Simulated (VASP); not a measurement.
# CaO (R-3m) in VASP: further runs

CaO is run at these levels: PBE, r2SCAN; tasks: single point.

Program: VASP 6.6.1. These are calculated values, not measurements. Logs are shortened: lines on timing, memory, paths and dates and some standing lists are left out, and cuts for length are marked.

**1. The cell of the first run**

It takes space group R-3m (No. 166, trigonal). The conventional cell has a = 3.425 Å, b = 3.425 Å, c = 8.257 Å, α = 90.00°, β = 90.00°, γ = 120.00°. Ca (site symmetry -3m) has 6 O at 2.41 Å within 3.2 Å. O (site symmetry -3m) has 6 Ca at 2.41 Å within 3.2 Å.

**2. Single point, PBE (epitaxial 111 strain +1.0%)**

File INCAR:

```
SYSTEM = CaO
ALGO = Normal
EDIFF = 1E-6
ENCUT = 520
GGA = PE
ISIF = 2
ISMEAR = -1
LASPH = .TRUE.
LCHARG = .FALSE.
LREAL = .FALSE.
LWAVE = .FALSE.
NBANDS = 15
NELM = 100
PREC = Accurate
SIGMA = 0.02
```

File KPOINTS:

```
k-points
0
G
  10 10 10
  0 0 0
```

File POSCAR:

```
CaO
1.0
   -0.0253796738      2.3961459408      2.3961459408
    2.3961459408     -0.0253796738      2.3961459408
    2.3961459408      2.3961459408     -0.0253796738
Ca O
1 1
Direct
    0.0000000000      0.0000000000      0.0000000000
    0.5000000000      0.5000000000      0.5000000000
```

Potentials or basis: VASP PAW PBE potentials, release 64 (Ca_sv, O).

On the command line:

```bash
cat potpaw_PBE.64/Ca_sv/POTCAR potpaw_PBE.64/O/POTCAR > POTCAR
mpirun -np 1 vasp_std > vasp.out
```

OUTCAR:

```text
SYSTEM = CaO
   EDIFF = 1E-6
   ENCUT = 520
   GGA = PE
   ISIF = 2
   ISMEAR = -1
   LASPH = .TRUE.
   LREAL = .FALSE.
   NELM = 100
   PREC = Accurate

 ion  position               nearest neighbor table
   1  0.000  0.000  0.000-   2 2.41   2 2.41   2 2.41   2 2.41   2 2.41   2 2.41
   2  0.500  0.500  0.500-   1 2.41   1 2.41   1 2.41   1 2.41   1 2.41   1 2.41

  LATTYP: Found a trigonal (rhomboedric) cell.
 ALAT       =     3.3887571272
 COS(alpha) =     0.4893806756

  Lattice vectors:

 A1 = (  -0.0253796738,   2.3961459408,   2.3961459408)
 A2 = (   2.3961459408,  -0.0253796738,   2.3961459408)
 A3 = (   2.3961459408,   2.3961459408,  -0.0253796738)

Analysis of symmetry for initial positions (statically):
=====================================================================
 Subroutine PRICEL returns:
 Original cell was already a primitive cell.

 Routine SETGRP: Setting up the symmetry group for a
 trigonal (rhombohedral) supercell.

 Subroutine GETGRP returns: Found 12 space group operations
 (whereof 12 operations were pure point group operations)
 out of a pool of 12 trial point group operations.

The static configuration has the point symmetry D_3d.

Analysis of symmetry for dynamics (positions and initial velocities):
=====================================================================
 Subroutine PRICEL returns:
 Original cell was already a primitive cell.

 Routine SETGRP: Setting up the symmetry group for a
 trigonal (rhombohedral) supercell.

 Subroutine GETGRP returns: Found 12 space group operations
 (whereof 12 operations were pure point group operations)
 out of a pool of 12 trial point group operations.

The dynamic configuration has the point symmetry D_3d.

 Subroutine INISYM returns: Found 12 space group operations
 (whereof 12 operations are pure point group operations),
 and found     1 'primitive' translations

----------------------------------------------------------------------------------------

                                     Primitive cell

  volume of cell :      27.9522

  direct lattice vectors                    reciprocal lattice vectors
    -0.025379674  2.396145941  2.396145941    -0.205382066  0.207580735  0.207580735
     2.396145941 -0.025379674  2.396145941     0.207580735 -0.205382066  0.207580735
     2.396145941  2.396145941 -0.025379674     0.207580735  0.207580735 -0.205382066

  length of vectors
     3.388757127  3.388757127  3.388757127     0.358275475  0.358275475  0.358275475

  position of ions in fractional coordinates (direct lattice)
     0.000000000  0.000000000  0.000000000
     0.500000000  0.500000000  0.500000000

  ion indices of the primitive-cell ions
   primitive index   ion index
                 1           1
                 2           2

----------------------------------------------------------------------------------------

 KPOINTS: k-points

Automatic generation of k-mesh.
 Grid dimensions read from file:
 generate k-points for:   10   10   10

 Generating k-lattice:

  Cartesian coordinates                     Fractional coordinates (reciprocal lattice)
    -0.020538207  0.020758073  0.020758073     0.100000000 -0.000000000 -0.000000000
     0.020758073 -0.020538207  0.020758073    -0.000000000  0.100000000 -0.000000000
     0.020758073  0.020758073 -0.020538207    -0.000000000 -0.000000000  0.100000000

  Length of vectors
     0.035827547  0.035827547  0.035827547

  Shift w.r.t. Gamma in fractional coordinates (k-lattice)
     0.000000000  0.000000000  0.000000000

 Subroutine IBZKPT returns following result:
 ===========================================

 Found    116 irreducible k-points:

 Following reciprocal coordinates:
            Coordinates               Weight
  0.000000  0.000000  0.000000      1.000000
  0.100000 -0.000000 -0.000000      6.000000
  0.200000 -0.000000 -0.000000      6.000000
  0.300000  0.000000 -0.000000      6.000000
  0.400000 -0.000000 -0.000000      6.000000
  0.500000  0.000000 -0.000000      3.000000
[... 16 lines left out ...]
  0.300000  0.300000  0.000000      6.000000
  0.400000  0.300000  0.000000     12.000000
 [... further k-points ...]
   k-points           NKPTS =    116   k-points in BZ     NKDIM =    116   number of bands    NBANDS=     15
   number of dos      NEDOS =    301   number of ions     NIONS =      2
   total plane-waves  NPLWV =  21952
   dimension x,y,z NGX =    28 NGY =   28 NGZ =   28
   dimension x,y,z NGXF=    56 NGYF=   56 NGZF=   56
   ions per type =               1   1
   NGX,Y,Z   is equivalent  to a cutoff of  13.74, 13.74, 13.74 a.u.
   NGXF,Y,Z  is equivalent  to a cutoff of  27.47, 27.47, 27.47 a.u.
 SYSTEM =  CaO
   PREC   = accura    normal or accurate (medium, high low for compatibility)
   ISTART =      0    job   : 0-new  1-cont  2-samecut
   ICHARG =      2    charge: 1-file 2-atom 10-const
   ISPIN  =      1    spin polarized calculation?
   LNONCOLLINEAR =      F non collinear calculations
   LSORBIT =      F    spin-orbit coupling
   LASPH  =      T    aspherical Exc in radial PAW
   ENCUT  =  520.0 eV  38.22 Ry    6.18 a.u.   6.30  6.30  6.30*2*pi/ulx,y,z
   NELM   =    100;   NELMIN=  2; NELMDL= -5     # of ELM steps
   EDIFF  = 0.1E-05   stopping-criterion for ELM
   LREAL  =      F    real-space projection
   EDIFFG = 0.1E-04   stopping-criterion for IOM
   NSW    =      0    number of steps for IOM
   IBRION =     -1    ionic relax: 0-MD 1-quasi-New 2-CG
   NFREE  =      0    steps in history (QN), initial steepest desc. (CG)
   ISIF   =      2    stress and relaxation
   ISYM   =      2    0-nonsym 1-usesym 2-fastsym
   POTIM  = 0.5000    time-step for ionic-motion
   TEBEG  =    0.0;   TEEND  =   0.0 temperature during run
   PSTRESS=    0.0 pullay stress
   NELECT =      16.0000    total number of electrons
   NUPDOWN=      -1.0000    fix difference up-down
   EMIN   =  10.00;   EMAX   =-10.00  energy-range for DOS
   EFERMI =   0.00;   METHOD = LEGACY
   ISMEAR =    -1;   SIGMA  =   0.02  broadening in eV -4-tet -1-fermi 0-gaus
   EFERMI_NEDOS =   21; number of points for ismear=-14 and -15
   IALGO  =     38    algorithm
   IMIX   =      4    mixing-type and parameters
     AMIX     =   0.40;   BMIX     =  1.00
     AMIX_MAG =   1.60;   BMIX_MAG =  1.00
  volume/ion in A,a.u.               =      13.98        94.32
  Fermi-wavevector in a.u.,A,eV,Ry     =   1.359283  2.568671 25.138790  1.847649
  Thomas-Fermi vector in A             =   2.486044
   LORBIT       =      0    0 simple, 1 ext, 2 COOP (PROOUT), +10 PAW based schemes
   GGA     = PE    functional components
   LHFCALC =     F    Hartree Fock is set to
   AEXX    =    0.0000 exact exchange contribution
   IVDW    =     0    specifies the selected vdW correction
   LEPSILON=     F    determine dielectric tensor
   LRPA    =     F    only Hartree local field effects (RPA)
 non-spin polarized calculation
  energy-cutoff  :      520.00
  volume of cell :       27.95
 maximum number of plane-waves:       765
 NGX is ok and might be reduce to    28
   NGX = 13   NGY = 13   NGZ = 13

 number of electron      15.9999998 magnetization

 Free energy of the ion-electron system (eV)
  ---------------------------------------------------
  ext. energy  EPLUGINS =         0.00000000
  ---------------------------------------------------
  free energy    TOTEN  =       -12.80147698 eV

  energy without entropy =      -12.80147698  energy(sigma->0) =      -12.80147698

 E-fermi :   2.6884     XC(G=0): -10.4417

 val. band max:        2.3469141827   @ k =   0.0000   0.0000   0.0000
 cond. band min:       5.9475324104   @ k =   0.5000   0.5000   0.0000
 fundamental gap:      3.6006182277
 Fermi energy:         2.6883565553

 k-point     1 :       0.0000    0.0000    0.0000
  band No.  band energies     occupation
      1     -35.3564      2.00000
      2     -16.1252      2.00000
      3     -16.1252      2.00000
      4     -16.1245      2.00000
      5     -13.2070      2.00000
      6       2.2950      2.00000
      7       2.2950      2.00000
      8       2.3469      2.00000
      9       6.9642      0.00000
     10       8.4640      0.00000
     11       8.4640      0.00000
     12       8.6282      0.00000
     13      10.0123      0.00000
     14      10.0123      0.00000
     15      17.3408      0.00000

 k-point     2 :       0.1000   -0.0000   -0.0000
  band No.  band energies     occupation
      1     -35.3471      2.00000
      2     -16.2608      2.00000
      3     -16.1300      2.00000
      4     -16.1297      2.00000
      5     -13.0641      2.00000
      6       1.9417      2.00000
      7       2.1571      2.00000
      8       2.2076      2.00000
      9       7.4195      0.00000
     10       8.4510      0.00000
     11       8.6317      0.00000
     12       8.7817      0.00000
     13      10.2482      0.00000
     14      10.2489      0.00000
     15      17.7238      0.00000

 k-point     3 :       0.2000   -0.0000   -0.0000
  band No.  band energies     occupation
      1     -35.3228      2.00000
      2     -16.5702      2.00000
      3     -16.1441      2.00000
      4     -16.1413      2.00000
      5     -12.7347      2.00000
      6       1.1778      2.00000
      7       1.8263      2.00000
      8       1.8849      2.00000
      9       8.3797      0.00000
     10       8.5661      0.00000
     11       9.0929      0.00000
     12       9.2421      0.00000
     13      10.8606      0.00000
     14      10.8635      0.00000
     15      18.2621      0.00000
[... 343 lines left out ...]
 k-point    23 :       0.3000    0.3000    0.0000
  band No.  band energies     occupation
      1     -35.2711      2.00000
      2     -16.6915      2.00000
      3     -16.2737      2.00000
      4     -16.2676      2.00000
      5     -12.6966      2.00000
      6       0.5816      2.00000
      7       1.9478      2.00000
      8       1.9939      2.00000
      9       6.6465      0.00000
     10       9.3260      0.00000
     11      10.7289      0.00000
     12      10.8216      0.00000
     13      10.8584      0.00000
     14      12.6598      0.00000
     15      19.4187      0.00000

 k-point    24 :       0.4000    0.3000    0.0000
  band No.  band energies     occupation
      1     -35.2519      2.00000
      2     -16.7530      2.00000
      3     -16.3217      2.00000
      4     -16.2891      2.00000
      5     -12.6976      2.00000
      6       0.6391      2.00000
      7       1.7407      2.00000
      8       1.8854      2.00000
      9       6.6073      0.00000
     10       9.9012      0.00000
     11      11.0456      0.00000
     12      11.1134      0.00000
     13      11.2812      0.00000
     14      13.0475      0.00000
     15      17.7725      0.00000

 [... further k-points ...]
[... 5 lines left out ...]
  --------------------------------------------------------------------------------------
  -------------------------------------------------------------------------------------
  Total        0.2488016      0.2488016      0.2488016      0.1348907      0.1348907      0.1348907
  in kB       14.2609503     14.2609503     14.2609503      7.7317430      7.7317430      7.7317430
  external PRESSURE =      14.2609503 kB  Pullay stress =       0.0000000 kB

 VOLUME and BASIS-vectors are now :
 -----------------------------------------------------------------------------
  energy-cutoff  :      520.00
  volume of cell :       27.95
      direct lattice vectors                 reciprocal lattice vectors
    -0.025379674  2.396145941  2.396145941    -0.205382066  0.207580735  0.207580735
     2.396145941 -0.025379674  2.396145941     0.207580735 -0.205382066  0.207580735
     2.396145941  2.396145941 -0.025379674     0.207580735  0.207580735 -0.205382066

 POSITION                                       TOTAL-FORCE (eV/Angst)
 -----------------------------------------------------------------------------------
      0.00000      0.00000      0.00000         0.000000     -0.000000      0.000000
      2.38346      2.38346      2.38346        -0.000000      0.000000     -0.000000
 -----------------------------------------------------------------------------------
    total drift:                                0.000000      0.000000      0.000000

  FREE ENERGIE OF THE ION-ELECTRON SYSTEM (eV)
  ---------------------------------------------------
  free  energy   TOTEN  =       -12.8014769810 eV

  energy  without entropy=      -12.8014769809  energy(sigma->0) =      -12.80147698
```

Run time: 48 s. Hardware: 1 thread of Intel Xeon Platinum 8375C at 2.90GHz (Ice Lake), shared host; peak memory 0.19 GiB.

Results:

```
Free energy            : -12.8015 eV
Pressure               : 1.4 GPa
Band gap on the k mesh : 3.60 eV, indirect (least direct gap 3.99 eV)
```

Levels at points of the mesh, in eV from the valence-band top:
| k point | band 4 | band 5 | band 6 | band 7 | band 8 | band 9 | band 10 | band 11 | band 12 | band 13 |
| --- | --- | --- | --- | --- | --- | --- | --- | --- | --- | --- |
| (0.00, 0.00, 0.00) | -18.47 | -15.55 | -0.05 | -0.05 | 0.00 | 4.62 | 6.12 | 6.12 | 6.28 | 7.67 |
| (0.50, 0.00, 0.00) | -18.52 | -14.38 | -2.66 | -1.24 | -1.17 | 6.96 | 8.19 | 8.34 | 8.42 | 10.32 |
| (0.50, 0.50, 0.00) | -18.69 | -15.31 | -1.34 | -0.44 | -0.39 | 3.60 | 7.95 | 8.81 | 9.44 | 9.46 |
| (0.50, 0.50, 0.50) | -18.53 | -14.39 | -2.65 | -1.28 | -1.28 | 7.01 | 8.34 | 8.34 | 8.41 | 10.35 |

Caveat: the cell differs from its parent crystal (epitaxial 111 strain +1.0%). A k mesh can miss the band edges.

**3. Single point, PBE (epitaxial 111 strain +2.0%)**

File INCAR:

```
SYSTEM = CaO
PREC     = Accurate       ! precision mode
ENCUT    = 520            ! plane-wave cutoff, eV
EDIFF    = 1E-6           ! SCF threshold, eV
ISMEAR   = -1             ! smearing method
SIGMA    = 0.02           ! smearing width, eV
LREAL    = .False.        ! projectors in reciprocal space
LASPH    = .True.         ! aspherical terms in the spheres
NELM     = 80             ! most SCF steps
ALGO     = Normal         ! electronic algorithm
ISIF     = 2              ! what is computed and relaxed
LWAVE    = .False.        ! write WAVECAR
LCHARG   = .False.        ! write CHGCAR
GGA      = PE             ! functional
NBANDS   = 15             ! bands
```

File KPOINTS:

```
regular mesh
0
Gamma
  10 10 10
  0 0 0
```

File POSCAR:

```
CaO
1.0
   -0.0505059998      2.3949951161      2.3949951161
    2.3949951161     -0.0505059998      2.3949951161
    2.3949951161      2.3949951161     -0.0505059998
Ca O
1 1
Direct
    0.0000000000      0.0000000000      0.0000000000
    0.5000000000      0.5000000000      0.5000000000
```

Potentials or basis: VASP PAW PBE potentials, release 64 (Ca_sv, O).

On the command line:

```bash
cat potpaw_PBE.64/Ca_sv/POTCAR potpaw_PBE.64/O/POTCAR > POTCAR
mpirun -np 1 vasp_std > vasp.out
```

OUTCAR:

```text
SYSTEM = CaO
   PREC = Accurate
   ENCUT = 520
   EDIFF = 1E-6
   ISMEAR = -1
   LREAL = .False.
   LASPH = .True.
   NELM = 80
   ISIF = 2
   GGA = PE

 ion  position               nearest neighbor table
   1  0.000  0.000  0.000-   2 2.42   2 2.42   2 2.42   2 2.42   2 2.42   2 2.42
   2  0.500  0.500  0.500-   1 2.42   1 2.42   1 2.42   1 2.42   1 2.42   1 2.42

  LATTYP: Found a trigonal (rhomboedric) cell.
 ALAT       =     3.3874111159
 COS(alpha) =     0.4788053922

  Lattice vectors:

[... 610 lines left out ...]
     10       9.7138      0.00000
     11      10.8806      0.00000
     12      10.9252      0.00000
     13      11.1367      0.00000
     14      12.8348      0.00000
     15      17.4861      0.00000

 [... further k-points ...]
[... 5 lines left out ...]
  --------------------------------------------------------------------------------------
  -------------------------------------------------------------------------------------
  Total       -0.0200518     -0.0200518     -0.0200518      0.2628625      0.2628625      0.2628625
  in kB       -1.1334361     -1.1334361     -1.1334361     14.8584123     14.8584123     14.8584123
  external PRESSURE =      -1.1334361 kB  Pullay stress =       0.0000000 kB

 VOLUME and BASIS-vectors are now :
 -----------------------------------------------------------------------------
  energy-cutoff  :      520.00
  volume of cell :       28.34
      direct lattice vectors                 reciprocal lattice vectors
    -0.050506000  2.394995116  2.394995116    -0.202278290  0.206635856  0.206635856
     2.394995116 -0.050506000  2.394995116     0.206635856 -0.202278290  0.206635856
     2.394995116  2.394995116 -0.050506000     0.206635856  0.206635856 -0.202278290

 POSITION                                       TOTAL-FORCE (eV/Angst)
 -----------------------------------------------------------------------------------
      0.00000      0.00000      0.00000         0.000000     -0.000000      0.000000
      2.36974      2.36974      2.36974        -0.000000      0.000000     -0.000000
 -----------------------------------------------------------------------------------
    total drift:                                0.000000      0.000000      0.000000

  FREE ENERGIE OF THE ION-ELECTRON SYSTEM (eV)
  ---------------------------------------------------
  free  energy   TOTEN  =       -12.7973208705 eV

  energy  without entropy=      -12.7973208705  energy(sigma->0) =      -12.79732087
```

Wall time 50 s (1 thread of Intel Xeon Platinum 8375C at 2.90GHz (Ice Lake), shared host); peak memory 0.19 GiB.

Results:

| Quantity | Value |
| --- | --- |
| Free energy | -12.7973 eV |
| Pressure | -0.1 GPa |
| Band gap on the k mesh | 3.57 eV, indirect (least direct gap 3.96 eV) |

Caveat: the cell differs from its parent crystal (epitaxial 111 strain +2.0%).

**4. Single point, PBE (epitaxial 111 strain +3.0%)**

File INCAR:

```
PREC = Accurate ; ENCUT = 520
EDIFF = 1E-6 ; ISMEAR = -1
SIGMA = 0.02 ; LREAL = F
LASPH = T ; NELM = 100
ALGO = Normal ; ISIF = 2
LWAVE = F ; LCHARG = F
GGA = PE ; NBANDS = 15
```

File KPOINTS:

```
regular mesh
0
Gamma
  10 10 10
```

File POSCAR:

```
CaO
1.0
   -0.0755630943      2.3939135227      2.3939135227
    2.3939135227     -0.0755630943      2.3939135227
    2.3939135227      2.3939135227     -0.0755630943
Ca O
1 1
Direct
    0.0000000000      0.0000000000      0.0000000000
    0.5000000000      0.5000000000      0.5000000000
```

On the command line:

```bash
cat potpaw_PBE.64/Ca_sv/POTCAR potpaw_PBE.64/O/POTCAR > POTCAR
mpirun -np 1 vasp_std > vasp.out
```

It took 50 s on 1 thread of Intel Xeon Platinum 8375C at 2.90GHz (Ice Lake), shared host; peak memory 0.19 GiB.

It converged, with:

```
Free energy            : -12.7857 eV
Pressure               : -1.6 GPa
Band gap on the k mesh : 3.53 eV, indirect (least direct gap 3.94 eV)
```

Stress tensor (GPa, compression positive):
```
-1.56  2.15  2.15
 2.15 -1.56  2.15
 2.15  2.15 -1.56
```

Levels at points of the mesh, in eV from the valence-band top:
```csv
k point,band 4,band 5,band 6,band 7,band 8,band 9,band 10,band 11,band 12,band 13
"(0.00, 0.00, 0.00)",-18.69,-15.57,-0.15,-0.15,0.00,4.31,5.86,5.86,6.36,7.49
"(0.50, 0.00, 0.00)",-18.72,-14.51,-2.67,-1.29,-1.07,6.69,7.79,8.14,8.24,9.98
"(0.50, 0.50, 0.00)",-18.87,-15.33,-1.42,-0.55,-0.41,3.53,7.65,8.56,9.15,9.22
"(0.50, 0.50, 0.50)",-18.75,-14.52,-2.64,-1.39,-1.39,6.86,8.13,8.22,8.22,10.06
```

Caveat: the cell differs from its parent crystal (epitaxial 111 strain +3.0%).

(Continued in part 2 of 2.)
